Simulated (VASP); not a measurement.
# Br (Cmce) in VASP: single point with r2SCAN

Aim: the single point of Br with r2SCAN.

Program: VASP 6.6.1. These are calculated values, not measurements. Logs are shortened: lines on timing, memory, paths and dates and some standing lists are left out, and cuts for length are marked.

### 1 The cell of the first run

The structure is orthorhombic, space group Cmce (No. 64). Conventional cell: a = 5.167 Å, b = 3.525 Å, c = 8.114 Å, α = 90.00°, β = 90.00°, γ = 90.00°. Within 3.6 Å of Br (site symmetry m) lie 14 Br at 2.49 to 3.53 Å.

### 2 Single point, r2SCAN

The input, POSCAR:

```
Br
1.0
    2.5833570000      1.7626190000      0.0000000000
    2.5833570000     -1.7626190000      0.0000000000
    0.0000000000      0.0000000000     -8.1143950000
Br
4
Direct
    0.1940000000      0.8060000000      0.8720000000
    0.3060000000      0.6940000000      0.3720000000
    0.8060000000      0.1940000000      0.1280000000
    0.6940000000      0.3060000000      0.6280000000
```

The input, INCAR.step1:

```
SYSTEM = Br
ALGO = Normal ; EDIFF = 1E-4
ENCUT = 520 ; GGA = PE
ISMEAR = -1 ; LASPH = .TRUE.
LCHARG = .FALSE. ; LREAL = .FALSE.
LWAVE = .TRUE. ; NBANDS = 22
NELM = 60 ; PREC = Accurate
SIGMA = 0.1
```

The input, INCAR.step2:

```
SYSTEM = Br
ALGO = Normal ; EDIFF = 1E-7
ENCUT = 520 ; ISIF = 2
ISMEAR = -1 ; ISTART = 1
LASPH = .TRUE. ; LCHARG = .FALSE.
LMIXTAU = .TRUE. ; LREAL = .FALSE.
LWAVE = .FALSE. ; METAGGA = R2SCAN
NBANDS = 22 ; NELM = 60
PREC = Accurate ; SIGMA = 0.1
```

The input, KPOINTS:

```
k-points
0
G
  11 11 4
  0 0 0
```

Potentials or basis: VASP PAW PBE potentials, release 64 (Br).

On the command line:

```sh
$ cat potpaw_PBE.64/Br/POTCAR > POTCAR
$ cp INCAR.step1 INCAR
$ mpirun -np 1 vasp_std > vasp.out
$ cp INCAR.step2 INCAR
$ mpirun -np 1 vasp_std > vasp.out
```

OUTCAR:

```text
SYSTEM = Br
   EDIFF = 1E-7
   ENCUT = 520
   ISIF = 2
   ISMEAR = -1
   ISTART = 1
   LASPH = .TRUE.
   LREAL = .FALSE.
   METAGGA = R2SCAN
   NELM = 60
   PREC = Accurate

 ion  position               nearest neighbor table
   1  0.194  0.806  0.872-   3 2.49   4 2.65   4 2.65
   2  0.306  0.694  0.372-   4 2.49   3 2.65   3 2.65
   3  0.806  0.194  0.128-   1 2.49   2 2.65   2 2.65
   4  0.694  0.306  0.628-   2 2.49   1 2.65   1 2.65

  LATTYP: Found a base centered orthorhombic cell.
 ALAT       =     3.5252380000
 B/A-ratio  =     1.4656355117
 C/A-ratio  =     2.3018006160

  Lattice vectors:

 A1 = (  -2.5833570000,   1.7626190000,   0.0000000000)
 A2 = (   2.5833570000,   1.7626190000,   0.0000000000)
 A3 = (   0.0000000000,   0.0000000000,  -8.1143950000)

Analysis of symmetry for initial positions (statically):
=====================================================================
 Subroutine PRICEL returns:
 Original cell was already a primitive cell.

 Routine SETGRP: Setting up the symmetry group for a
 base centered orthorhombic supercell.

 Subroutine GETGRP returns: Found  8 space group operations
 (whereof  4 operations were pure point group operations)
 out of a pool of  8 trial point group operations.

The static configuration has the point symmetry C_2h.
 The point group associated with its full space group is D_2h.

Analysis of symmetry for dynamics (positions and initial velocities):
=====================================================================
 Subroutine PRICEL returns:
 Original cell was already a primitive cell.

 Routine SETGRP: Setting up the symmetry group for a
 base centered orthorhombic supercell.

 Subroutine GETGRP returns: Found  8 space group operations
 (whereof  4 operations were pure point group operations)
 out of a pool of  8 trial point group operations.

The dynamic configuration has the point symmetry C_2h.
 The point group associated with its full space group is D_2h.

 Subroutine INISYM returns: Found  8 space group operations
 (whereof  4 operations are pure point group operations),
 and found     1 'primitive' translations

----------------------------------------------------------------------------------------

                                     Primitive cell

  volume of cell :      73.8974

  direct lattice vectors                    reciprocal lattice vectors
     2.583357000  1.762619000  0.000000000     0.193546614  0.283668791  0.000000000
     2.583357000 -1.762619000  0.000000000     0.193546614 -0.283668791  0.000000000
     0.000000000  0.000000000 -8.114395000     0.000000000  0.000000000 -0.123237777

  length of vectors
     3.127388548  3.127388548  8.114395000     0.343406864  0.343406864  0.123237777

  position of ions in fractional coordinates (direct lattice)
     0.194000000  0.806000000  0.872000000
     0.306000000  0.694000000  0.372000000
     0.806000000  0.194000000  0.128000000
     0.694000000  0.306000000  0.628000000

  ion indices of the primitive-cell ions
   primitive index   ion index
                 1           1
                 2           2
                 3           3
                 4           4

----------------------------------------------------------------------------------------

 KPOINTS: k-points

Automatic generation of k-mesh.
 Grid dimensions read from file:
 generate k-points for:   11   11    4

 Generating k-lattice:

  Cartesian coordinates                     Fractional coordinates (reciprocal lattice)
     0.017595147  0.025788072  0.000000000     0.090909091  0.000000000  0.000000000
     0.017595147 -0.025788072  0.000000000     0.000000000  0.090909091  0.000000000
     0.000000000  0.000000000 -0.030809444     0.000000000  0.000000000  0.250000000

  Length of vectors
     0.031218806  0.031218806  0.030809444

  Shift w.r.t. Gamma in fractional coordinates (k-lattice)
     0.000000000  0.000000000  0.000000000

 Subroutine IBZKPT returns following result:
 ===========================================

 Found    108 irreducible k-points:

 Following reciprocal coordinates:
            Coordinates               Weight
  0.000000  0.000000  0.000000      1.000000
  0.090909  0.000000  0.000000      4.000000
  0.181818  0.000000  0.000000      4.000000
  0.272727  0.000000  0.000000      4.000000
  0.363636  0.000000  0.000000      4.000000
  0.454545 -0.000000  0.000000      4.000000
[... 16 lines left out ...]
 -0.272727  0.181818  0.000000      4.000000
 -0.181818  0.181818  0.000000      2.000000
 [... further k-points ...]
   k-points           NKPTS =    108   k-points in BZ     NKDIM =    108   number of bands    NBANDS=     22
   number of dos      NEDOS =    301   number of ions     NIONS =      4
   total plane-waves  NPLWV =  34560
   dimension x,y,z NGX =    24 NGY =   24 NGZ =   60
   dimension x,y,z NGXF=    48 NGYF=   48 NGZF=  120
   ions per type =               4
   NGX,Y,Z   is equivalent  to a cutoff of  12.76, 12.76, 12.29 a.u.
   NGXF,Y,Z  is equivalent  to a cutoff of  25.52, 25.52, 24.59 a.u.
 SYSTEM =  Br
   PREC   = accura    normal or accurate (medium, high low for compatibility)
   ISTART =      1    job   : 0-new  1-cont  2-samecut
   ICHARG =      0    charge: 1-file 2-atom 10-const
   ISPIN  =      1    spin polarized calculation?
   LNONCOLLINEAR =      F non collinear calculations
   LSORBIT =      F    spin-orbit coupling
   LASPH  =      T    aspherical Exc in radial PAW
   ENCUT  =  520.0 eV  38.22 Ry    6.18 a.u.   5.81  5.81 15.09*2*pi/ulx,y,z
   NELM   =     60;   NELMIN=  2; NELMDL=  0     # of ELM steps
   EDIFF  = 0.1E-06   stopping-criterion for ELM
   LREAL  =      F    real-space projection
   EDIFFG = 0.1E-05   stopping-criterion for IOM
   NSW    =      0    number of steps for IOM
   IBRION =     -1    ionic relax: 0-MD 1-quasi-New 2-CG
   NFREE  =      0    steps in history (QN), initial steepest desc. (CG)
   ISIF   =      2    stress and relaxation
   ISYM   =      2    0-nonsym 1-usesym 2-fastsym
   POTIM  = 0.5000    time-step for ionic-motion
   TEBEG  =    0.0;   TEEND  =   0.0 temperature during run
   PSTRESS=    0.0 pullay stress
   NELECT =      28.0000    total number of electrons
   NUPDOWN=      -1.0000    fix difference up-down
   EMIN   =  10.00;   EMAX   =-10.00  energy-range for DOS
   EFERMI =   0.00;   METHOD = LEGACY
   ISMEAR =    -1;   SIGMA  =   0.10  broadening in eV -4-tet -1-fermi 0-gaus
   EFERMI_NEDOS =   21; number of points for ismear=-14 and -15
   IALGO  =     38    algorithm
   IMIX   =      4    mixing-type and parameters
     AMIX     =   0.40;   BMIX     =  1.00
     AMIX_MAG =   1.60;   BMIX_MAG =  1.00
  volume/ion in A,a.u.               =      18.47       124.67
  Fermi-wavevector in a.u.,A,eV,Ry     =   1.184635  2.238635 19.093868  1.403360
  Thomas-Fermi vector in A             =   2.320845
   LORBIT       =      0    0 simple, 1 ext, 2 COOP (PROOUT), +10 PAW based schemes
   METAGGA = R2SCAN    functional components
   LHFCALC =     F    Hartree Fock is set to
   AEXX    =    0.0000 exact exchange contribution
   IVDW    =     0    specifies the selected vdW correction
   LEPSILON=     F    determine dielectric tensor
   LRPA    =     F    only Hartree local field effects (RPA)
 non-spin polarized calculation
  energy-cutoff  :      520.00
  volume of cell :       73.90
 maximum number of plane-waves:      2020
   NGX = 11   NGY = 11   NGZ = 31

 number of electron      28.0000000 magnetization

 Free energy of the ion-electron system (eV)
  ---------------------------------------------------
  ext. energy  EPLUGINS =         0.00000000
  ---------------------------------------------------
  free energy    TOTEN  =       -49.58468143 eV

  energy without entropy =      -49.56189864  energy(sigma->0) =      -49.57329004

 E-fermi :   6.1045     XC(G=0): -11.5319

 val. band max:        6.1013655859   @ k =  -0.4545   0.4545   0.0000
 cond. band min:       6.1351549569   @ k =  -0.0909   0.0909   0.0000
 fundamental gap:      0.0337893710
 Fermi energy:         6.1044559486

 k-point     1 :       0.0000    0.0000    0.0000
  band No.  band energies     occupation
      1     -13.4706      2.00000
      2     -11.6319      2.00000
      3     -11.4672      2.00000
      4      -8.0085      2.00000
      5      -1.8947      2.00000
      6       2.0990      2.00000
[... 14 lines left out ...]
     21      15.7971      0.00000
     22      15.8768      0.00000

 k-point     2 :       0.0909    0.0000    0.0000
  band No.  band energies     occupation
      1     -13.3610      2.00000
      2     -11.5357      2.00000
      3     -11.3888      2.00000
      4      -8.0341      2.00000
      5      -1.7916      2.00000
      6       1.8431      2.00000
[... 14 lines left out ...]
     21      15.8374      0.00000
     22      16.1086      0.00000

 k-point     3 :       0.1818    0.0000    0.0000
  band No.  band energies     occupation
      1     -13.0387      2.00000
      2     -11.2574      2.00000
      3     -11.1710      2.00000
      4      -8.1415      2.00000
      5      -1.5172      2.00000
      6       0.7877      2.00000
[... 14 lines left out ...]
     21      16.5491      0.00000
     22      16.6794      0.00000

 k-point     4 :       0.2727    0.0000    0.0000
  band No.  band energies     occupation
      1     -12.5258      2.00000
      2     -10.8755      2.00000
      3     -10.8324      2.00000
      4      -8.4014      2.00000
      5      -1.3054      2.00000
      6      -0.5839      2.00000
[... 14 lines left out ...]
     21      16.8482      0.00000
     22      17.8811      0.00000

 k-point     5 :       0.3636    0.0000    0.0000
  band No.  band energies     occupation
      1     -11.8708      2.00000
      2     -10.6373      2.00000
      3     -10.3286      2.00000
      4      -8.8466      2.00000
      5      -1.7390      2.00000
      6      -1.6996      2.00000
[... 14 lines left out ...]
     21      17.1916      0.00000
     22      17.9314      0.00000

 k-point     6 :       0.4545   -0.0000    0.0000
  band No.  band energies     occupation
      1     -11.1812      2.00000
      2     -10.6928      2.00000
      3      -9.8365      2.00000
      4      -9.3671      2.00000
      5      -2.3164      2.00000
      6      -2.2889      2.00000
[... 14 lines left out ...]
     21      17.1189      0.00000
     22      17.3060      0.00000

 k-point     7 :       0.0909    0.0909    0.0000
  band No.  band energies     occupation
      1     -13.3469      2.00000
      2     -11.5171      2.00000
      3     -11.3608      2.00000
      4      -7.9542      2.00000
      5      -1.7805      2.00000
      6       1.9177      2.00000
[... 324 lines left out ...]
      6      -1.3719      2.00000
[... 14 lines left out ...]
     21      16.3696      0.00000
     22      17.6283      0.00000

 k-point    21 :      -0.4545    0.1818    0.0000
  band No.  band energies     occupation
      1     -11.0350      2.00000
      2     -10.4483      2.00000
      3      -9.6856      2.00000
      4      -9.0957      2.00000
      5      -1.9662      2.00000
      6      -1.9476      2.00000
[... 14 lines left out ...]
     21      16.7646      0.00000
     22      18.0956      0.00000

 k-point    22 :      -0.3636    0.1818    0.0000
  band No.  band energies     occupation
      1     -10.9550      2.00000
      2     -10.6532      2.00000
      3      -9.6398      2.00000
      4      -9.3588      2.00000
      5      -2.0031      2.00000
      6      -2.0028      2.00000
[... 14 lines left out ...]
     21      17.4923      0.00000
     22      17.7140      0.00000

 k-point    23 :      -0.2727    0.1818    0.0000
  band No.  band energies     occupation
      1     -11.6361      2.00000
      2     -10.6131      2.00000
      3     -10.1564      2.00000
      4      -9.0076      2.00000
      5      -1.6630      2.00000
      6      -1.6087      2.00000
[... 14 lines left out ...]
     21      17.6003      0.00000
     22      17.9438      0.00000

 k-point    24 :      -0.1818    0.1818    0.0000
  band No.  band energies     occupation
      1     -12.2680      2.00000
      2     -10.8013      2.00000
      3     -10.6400      2.00000
      4      -8.6626      2.00000
      5      -1.3311      2.00000
      6      -0.9321      2.00000
[... 14 lines left out ...]
     21      17.2283      0.00000
     22      18.1669      0.00000

 [... further k-points ...]

------------------------ aborting loop because EDIFF is reached ----------------------------------------

  FORCE on cell =-STRESS in cart. coord.  units (eV):
  Direction    XX          YY          ZZ          XY          YZ          ZX
  --------------------------------------------------------------------------------------
  -------------------------------------------------------------------------------------
  Total       18.3305376     14.0460803     11.1957384      0.0000000      0.0000000      0.0000000
  in kB      397.4264531    304.5346503    242.7360661      0.0000000      0.0000000      0.0000000
  external PRESSURE =     314.8990565 kB  Pullay stress =       0.0000000 kB

 VOLUME and BASIS-vectors are now :
 -----------------------------------------------------------------------------
  energy-cutoff  :      520.00
  volume of cell :       73.90
      direct lattice vectors                 reciprocal lattice vectors
     2.583357000  1.762619000  0.000000000     0.193546614  0.283668791  0.000000000
     2.583357000 -1.762619000  0.000000000     0.193546614 -0.283668791  0.000000000
     0.000000000  0.000000000 -8.114395000     0.000000000  0.000000000 -0.123237777

 POSITION                                       TOTAL-FORCE (eV/Angst)
 -----------------------------------------------------------------------------------
      2.58336     -1.07872     -7.07575         0.000000     -0.271407     -1.095404
      2.58336     -0.68390     -3.01855         0.000000      0.271407     -1.095404
      2.58336      1.07872     -1.03864         0.000000      0.271407      1.095404
      2.58336      0.68390     -5.09584         0.000000     -0.271407      1.095404
 -----------------------------------------------------------------------------------
    total drift:                               -0.000000      0.000000     -0.000000

  FREE ENERGIE OF THE ION-ELECTRON SYSTEM (eV)
  ---------------------------------------------------
  free  energy   TOTEN  =       -49.5846814300 eV

  energy  without entropy=      -49.5618986423  energy(sigma->0) =      -49.57329004
```

Run time: 11 min. Hardware: 1 thread of Intel Xeon 8259CL, shared host; peak memory 0.27 GiB.

Results:

```
Free energy            : -49.5847 eV
Pressure               : 31.5 GPa
Largest force          : 1.129 eV/Å
Band gap on the k mesh : zero (bands 14 and 15 overlap by 0.05 eV)
```

Forces in eV/Å, atoms in the order of the input:
```
Br   0.000 -0.271 -1.095
Br   0.000  0.271 -1.095
Br   0.000  0.271  1.095
Br   0.000 -0.271  1.095
```

Levels at points of the mesh, in eV from the Fermi level:
```
           k point  band 10  band 11  band 12  band 13  band 14  band 15  band 16  band 17  band 18  band 19
(0.00, 0.00, 0.00)    -1.29    -0.46    -0.42    -0.34    -0.09     1.48     2.49     5.62     8.15     8.23
(0.00, 0.00, 0.50)    -0.46    -0.43    -0.43    -0.20    -0.20     1.29     1.29     6.71     6.71     8.61
```

Caveat: the cell stands under pressure; the PAW data sets were made with another functional, which shifts forces and pressure a little.
